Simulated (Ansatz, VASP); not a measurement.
## BN in VASP and in Ansatz

```
B N
1.0
     0.00000    3.27885    2.15279
     1.24482    0.00000    2.15279
     1.24482    3.27885    0.00000
B N
1 1
Direct
  0.00013 0.00013 0.99987
  0.66657 0.66657 0.33343
```

Alike in both runs: functional LDA; k mesh 12 × 12 × 12; occupations gaussian, width 0.02 eV; no spin polarisation.

Ansatz relaxed the structure, and its values are those at the end. VASP's run is a single point on that final structure, the one shown.

```csv
,VASP,Ansatz
version,VASP 6.6.1,Ansatz 0.2.0
potentials or method,"VASP PAW LDA potentials, release 64 (B, N), cutoff 600 eV","scalar-relativistic, plane waves, PAW"
valence electrons in the cell,8,8
```

Ansatz gave:

| Item | Value |
| --- | --- |
| gap on the k mesh at the Fermi level (eV) | 3.40 |
| least direct gap on the mesh (eV) | 4.44 |
| pressure (GPa) | 0.0 |

Estimate VASP's values.

gap on the k mesh at the Fermi level (eV): 3.38; least direct gap on the mesh (eV): 4.44; pressure (GPa): 0.5.

Ansatz warns that its potentials were made for another functional, while VASP's fit it. LDA's correlation is that of Perdew and Zunger in VASP and of Perdew and Wang (1992) in Ansatz.
